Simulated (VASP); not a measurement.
Y3W:

```
Y W
1.0
     4.54648    0.00000    0.00000
     0.00000    4.54648    0.00000
     0.00000    0.00000    4.54648
Y W
3 1
Direct
  0.00000 0.50000 0.50000
  0.50000 0.00000 0.50000
  0.50000 0.50000 0.00000
  0.00000 0.00000 0.00000
```

| Item | Value |
| --- | --- |
| Program | VASP 6.6.1 |
| Task | relaxation of cell and atoms |
| Functional | r2SCAN |
| Potentials or basis | VASP PAW PBE potentials, release 64 (Y_sv, W_sv) |
| Cutoff | 550 eV |
| k mesh | 4 × 4 × 4 |
| Occupations | gaussian, width 0.1 eV |
| Spin | no spin polarisation |

At the start: pressure 7.6 GPa; volume 23.49 Å³/atom.

**Question.** Where does the relaxation end?

**Answer.** Over 3 steps the energy falls by 52.5 meV/atom and the volume is 25.91 Å³/atom (+10.3 %); space group Pm-3m (No. 221, to 0.1 Å) before and after.

The path:
```tsv
step	energy change (eV)	largest force (eV/Å)	pressure (GPa)	volume (Å³)
1	0.0000	0.0000	7.63	93.98
2	-0.1410	0.0000	-3.35	110.02
3	-0.2101	0.0000	0.02	103.65
```

Final structure:
```yaml
crystal:
  lattice:
    - [4.69740, 0.00000, 0.00000]
    - [0.00000, 4.69740, 0.00000]
    - [0.00000, 0.00000, 4.69740]
  atoms:
    - { symbol: Y, position: [0.00000, 0.50000, 0.50000] }
    - { symbol: Y, position: [0.50000, 0.00000, 0.50000] }
    - { symbol: Y, position: [0.50000, 0.50000, 0.00000] }
    - { symbol: W, position: [0.00000, 0.00000, 0.00000] }
```

Caveat: the PAW data sets were made with another functional, which shifts forces and pressure a little.
